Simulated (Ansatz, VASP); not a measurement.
# Two plane-wave programs on Si

The input INCAR:

```
SYSTEM = Si
PREC = Accurate ; ENCUT = 520
EDIFF = 1E-6 ; ISMEAR = 0
SIGMA = 0.03 ; LREAL = .False.
LASPH = .True. ; NELM = 100
ALGO = Normal ; ISIF = 2
LWAVE = .False. ; LCHARG = .True.
GGA = CA ; LELF = .True.
LVHAR = .True. ; NBANDS = 16
```

File KPOINTS:

```
regular mesh
0
Gamma
  12 12 6
  0 0 0
```

File POSCAR:

```
Si
1.0
    4.0952913888      0.0000000000      0.0000000000
   -2.0476456944      3.5466263786      0.0000000000
    0.0000000000      0.0000000000      5.4192990949
Si
4
Direct
    0.3333333333      0.6666666667      0.0534951140
    0.6666666667      0.3333333333      0.5534951140
    0.3333333333      0.6666666667      0.4465048860
    0.6666666667      0.3333333333      0.9465048860
```

Input for Ansatz:

```yaml
crystal:
  lattice:
    - [4.0952913888, 0.0, 0.0]
    - [-2.0476456944, 3.5466263786, 0.0]
    - [0.0, 0.0, 5.4192990949]
  atoms:
    - { symbol: Si, position: [0.3333333333, 0.6666666667, 0.053495114] }
    - { symbol: Si, position: [0.6666666667, 0.3333333333, 0.553495114] }
    - { symbol: Si, position: [0.3333333333, 0.6666666667, 0.446504886] }
    - { symbol: Si, position: [0.6666666667, 0.3333333333, 0.946504886] }
basis:
  ecutwfc: 420
kpoints:
  mp_grid: { grid: [12, 12, 6] }
hamiltonian:
  xc: lda
  pseudopotentials: { kind: paw, azcp: { folder: soft_1 } }
scf:
  occupations: { method: gaussian, width: 0.03 }
output:
  forces: true
  stress: true
  eigenvalues: true
```

Alike in both runs: task single point; functional LDA; k mesh 12 × 12 × 6; occupations gaussian, width 0.03 eV; no spin polarisation.

|  | VASP | Ansatz |
| --- | --- | --- |
| version | VASP 6.6.1 | Ansatz 0.2.0 |
| potentials or method | VASP PAW LDA potentials, release 64 (Si), cutoff 520 eV | scalar-relativistic, plane waves, PAW |
| valence electrons in the cell | 16 | 16 |

|  | VASP | Ansatz | Ansatz less VASP |
| --- | --- | --- | --- |
| gap on the k mesh at the Fermi level (eV) | none | none | - |
| pressure (GPa) | 4.0 | 3.9 | -0.05 |
| traceless stress, the component that is largest in VASP (GPa) | 32.27 | 32.19 | -0.075 |
| rms of the force components (eV/Å) | 1.238 | 1.237 | -0.0007 |

Ansatz warns that its potentials were made for another functional, while VASP's fit it. LDA's correlation is that of Perdew and Zunger in VASP and of Perdew and Wang (1992) in Ansatz. Atom by atom the forces differ by 0.001 eV/Å (rms over components). A gap of «none» marks a metal or a gap that the smearing closes.
